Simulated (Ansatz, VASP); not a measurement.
**CoSi2 in VASP and in Ansatz**

Contents of INCAR:

```
SYSTEM = CoSi2
  PREC = Accurate
  ENCUT = 520
  EDIFF = 1E-7
  ISMEAR = 0
  SIGMA = 0.15
  LREAL = .False.
  LASPH = .True.
  NELM = 80
  ALGO = Normal
  ISIF = 2
  LWAVE = .False.
  LCHARG = .True.
  GGA = PE
  LELF = .True.
  LVHAR = .True.
  NBANDS = 16
```

File KPOINTS:

```
regular mesh
0
Gamma
  12 12 12
  0 0 0
```

The input POSCAR:

```
CoSi2
1.0
    0.0000000000      2.6489523179      2.7426244821
    2.6489523179      0.0000000000      2.7426244821
    2.6489523179      2.6489523179      0.0000000000
Co Si
1 2
Direct
    0.0000000000      0.0000000000      0.0000000000
    0.2423512496      0.2423512496      0.2576487504
    0.7576487504      0.7576487504      0.7423512496
```

Input for Ansatz:

```yaml
crystal:
  lattice:
    - [0.0, 2.6489523179, 2.7426244821]
    - [2.6489523179, 0.0, 2.7426244821]
    - [2.6489523179, 2.6489523179, 0.0]
  atoms:
    - { symbol: Co, position: [0.0, 0.0, 0.0] }
    - { symbol: Si, position: [0.2423512496, 0.2423512496, 0.2576487504] }
    - { symbol: Si, position: [0.7576487504, 0.7576487504, 0.7423512496] }
basis:
  ecutwfc: 520.0
kpoints:
  mp_grid: { grid: [12, 12, 12] }
hamiltonian:
  xc: pbe
  pseudopotentials: { kind: paw, azcp: { folder: soft_1 } }
scf:
  occupations: { method: gaussian, width: 0.15 }
output:
  forces: true
  stress: true
  eigenvalues: true
```

Change from the starting cell: mode 6 frozen in at -0.041 Å, strain +e along z and -e/2 along x and y +0.0233.

Alike in both runs: task single point; functional PBE; k mesh 12 × 12 × 12; occupations gaussian, width 0.15 eV; no spin polarisation.

|  | VASP | Ansatz |
| --- | --- | --- |
| version | VASP 6.6.1 | Ansatz 0.2.0 |
| potentials or method | VASP PAW PBE potentials, release 64 (Co, Si), cutoff 520 eV | scalar-relativistic, plane waves, PAW |
| valence electrons in the cell | 17 | 25 |

```csv
,VASP,Ansatz,Ansatz less VASP
gap on the k mesh at the Fermi level (eV),none,none,-
pressure (GPa),0.2,0.4,+0.22
"traceless stress, the component that is largest in VASP (GPa)",3.25,3.26,+0.005
rms of the force components (eV/Å),0.192,0.193,+0.0010
```

Atom by atom the forces differ by 0.001 eV/Å (rms over components). A gap of «none» marks a metal or a gap that the smearing closes. VASP's potentials hold 17 valence electrons a cell and Ansatz's 25, so a difference there can come from the potentials and not from the codes.
